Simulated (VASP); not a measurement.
Write the native input for VASP 6.6.1 that does the following.

| Property | Result |
| --- | --- |
| Task | single point |
| Functional | PBE |
| Potentials or basis | VASP PAW PBE potentials, release 64 (Ba_sv, O) |
| Cutoff | 600 eV |
| k mesh | 8 × 8 × 8 |
| Occupations | gaussian, width 0.02 eV |
| Spin | no spin polarisation |
| Dipole correction | no |
| Further INCAR settings | ALGO = Normal; EDIFF = 1e-06; NBANDS = 15 |

The structure of BaO lies in POSCAR:

```
BaO
1.0
    0.0000000000      2.7870313504      2.7870313504
    2.7870313504      0.0000000000      2.7870313504
    2.7870313504      2.7870313504      0.0000000000
Ba O
1 1
Direct
    0.0000000000      0.0000000000      0.0000000000
    0.5000000000      0.5000000000      0.5000000000
```

The input as run:

INCAR

```
SYSTEM = BaO
PREC     = Accurate       ! precision mode
ENCUT    = 600            ! plane-wave cutoff, eV
EDIFF    = 1E-6           ! SCF threshold, eV
ISMEAR   = 0              ! smearing method
SIGMA    = 0.02           ! smearing width, eV
LREAL    = .FALSE.        ! projectors in reciprocal space
LASPH    = .TRUE.         ! aspherical terms in the spheres
NELM     = 120            ! most SCF steps
ALGO     = Normal         ! electronic algorithm
ISIF     = 2              ! what is computed and relaxed
LWAVE    = .FALSE.        ! write WAVECAR
LCHARG   = .TRUE.         ! write CHGCAR
GGA      = PE             ! functional
LELF     = .TRUE.         ! ELF
LVHAR    = .TRUE.       
NBANDS   = 15             ! bands
GGA_COMPAT= .FALSE.
```

KPOINTS

```
regular mesh
0
G
  8 8 8
  0 0 0
```

Potentials or basis: VASP PAW PBE potentials, release 64 (Ba_sv, O).

Command:

```bash
$ cat potpaw_PBE.64/Ba_sv/POTCAR potpaw_PBE.64/O/POTCAR > POTCAR
$ mpirun -np 1 vasp_std > vasp.out
```

It gave:

| Property | Result |
| --- | --- |
| Pressure | 1.5 GPa |
| Band gap on the k mesh | 2.04 eV |

Caveat: spin-orbit coupling is left out, which moves the levels of the heavy elements.

Run time: 31 s on 1 thread of Intel Xeon 8259CL, with other jobs on the host, peak memory 0.19 GiB.
